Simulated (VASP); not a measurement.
The system is Zr2B.

```
Zr B
1.0
     0.00000    2.45258    2.45258
     2.45258    0.00000    2.45258
     2.45258    2.45258    0.00000
Zr B
2 1
Direct
  0.25000 0.25000 0.25000
  0.00000 0.00000 0.00000
  0.75000 0.75000 0.75000
```

```yaml
Program: VASP 6.6.1
Task: relaxation of cell and atoms
Functional: PBE
Potentials_or_basis: VASP PAW PBE potentials, release 64 (Zr_sv, B)
Cutoff: 600 eV
k_mesh: 6 × 6 × 6
Occupations: gaussian, width 0.1 eV
Spin: no spin polarisation
```

At the start: pressure 219.8 GPa; volume 9.84 Å³/atom.

Q: How do energy, volume and symmetry change on relaxing?

A: Over 5 steps the energy falls by 3427.1 meV/atom and the volume is 18.80 Å³/atom (+91.1 %); space group F-43m (No. 216, to 0.05 Å).

Step by step:
```tsv
step	energy change (eV)	largest force (eV/Å)	pressure (GPa)	volume (Å³)
1	0.0000	0.0000	219.85	29.51
2	-4.3855	0.0000	-14.10	132.79
3	-10.1776	0.0000	-5.62	62.14
4	-10.2388	0.0000	-3.81	60.07
5	-10.2814	0.0000	0.31	56.40
```

Final structure:
```
CELL_PARAMETERS angstrom
0.00000 3.04373 3.04373
3.04373 0.00000 3.04373
3.04373 3.04373 0.00000
ATOMIC_POSITIONS crystal
Zr 0.25000 0.25000 0.25000
Zr 0.00000 0.00000 0.00000
B 0.75000 0.75000 0.75000
```

Caveat: the k points lie up to 0.30 Å⁻¹ apart in the final cell; the volume moved by over 15 % at a fixed basis, so the end points are rough.
